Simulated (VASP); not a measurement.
Input of a VASP 6.6.1 run:

The input INCAR:

```
PREC = Accurate
ENCUT = 700
EDIFF = 1E-6
ISMEAR = -1
SIGMA = 0.0989
LREAL = F
LASPH = T
NELM = 200
ALGO = Normal
ISIF = 2
LWAVE = F
LCHARG = F
MAGMOM = 0 1.414 1.414 0 0 0
LORBIT = 11
LSORBIT = T
GGA_COMPAT = F
LORBMOM = T
LMAXMIX = 4
LDAU = T
LDAUTYPE = 2
LDAUL = 2 -1
LDAUU = 1.56 0
LDAUJ = 0 0
LDAUPRINT = 1
GGA = PS
NBANDS = 36
```

The input KPOINTS:

```
regular mesh
0
Gamma
  9 9 9
```

Contents of POSCAR:

```
NiO
1.0
    0.0000000000      2.0949070000      2.0949070000
    2.0949070000      0.0000000000      2.0949070000
    2.0949070000      2.0949070000      0.0000000000
Ni O
1 1
Direct
    0.0000000000      0.0000000000      0.0000000000
    0.5000000000      0.5000000000      0.5000000000
```

Potentials or basis: VASP PAW PBE potentials, release 64 (Ni_sv_GW, O).

Command:

```bash
$ cat potpaw_PBE.64/Ni_sv_GW/POTCAR potpaw_PBE.64/O/POTCAR > POTCAR
$ mpirun -np 1 vasp_ncl > vasp.out
```

(1) Predict the pressure.

(2) What does it give for the net moment?

Answers

(1) -4.0 GPa.

(2) 1.97 μB per cell.

Caveat: the cell stands under tension; the PAW data sets were made with another functional, which shifts forces and pressure a little; a cell with one magnetic atom can't hold antiferromagnetic order, which such compounds often take.
